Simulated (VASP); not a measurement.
A run of VASP 6.6.1 is set up as follows.

File INCAR:

```
  PREC = Accurate
  ENCUT = 520
  EDIFF = 1E-6
  ISMEAR = -1
  SIGMA = 0.03
  LREAL = F
  LASPH = T
  NELM = 100
  ALGO = Normal
  ISIF = 2
  LWAVE = F
  LCHARG = T
  GGA = PS
  LELF = T
  LVHAR = T
  NBANDS = 36
```

The input KPOINTS:

```
regular mesh
0
Gamma
  6 6 6
```

Contents of POSCAR:

```
InGa2N3
1.0
    2.5680586992     -5.2892559374      0.0000000000
    2.5680586992      5.2892559374      0.0000000000
    0.0000000000      0.0000000000      2.9048267789
In Ga N
1 2 3
Direct
    0.0000000000      0.0000000000      0.0000000000
    0.5000000000      0.0000000000      0.5000000000
    0.0000000000      0.5000000000      0.5000000000
    0.7979207580      0.2020792420      0.0000000000
    0.2020792420      0.7979207580      0.0000000000
    0.5000000000      0.5000000000      0.5000000000
```

Potentials or basis: VASP PAW PBE potentials, release 64 (In_d, Ga_d, N).

The run is started by

```bash
$ cat potpaw_PBE.64/In_d/POTCAR potpaw_PBE.64/Ga_d/POTCAR potpaw_PBE.64/N/POTCAR > POTCAR
$ mpirun -np 1 vasp_std > vasp.out
```

(1) Predict the band gap on the k mesh.

(2) Estimate the largest force.

(3) Estimate the pressure.

Answers

(1) zero (bands 27 and 28 overlap by 2.11 eV).

(2) 0.006 eV/Å.

(3) 0.1 GPa.

Caveat: the k points lie up to 0.36 Å⁻¹ apart, too coarse for converged energies and pressures of a metal; the PAW data sets were made with another functional, which shifts forces and pressure a little; spin-orbit coupling is left out, which moves the levels of the heavy elements.
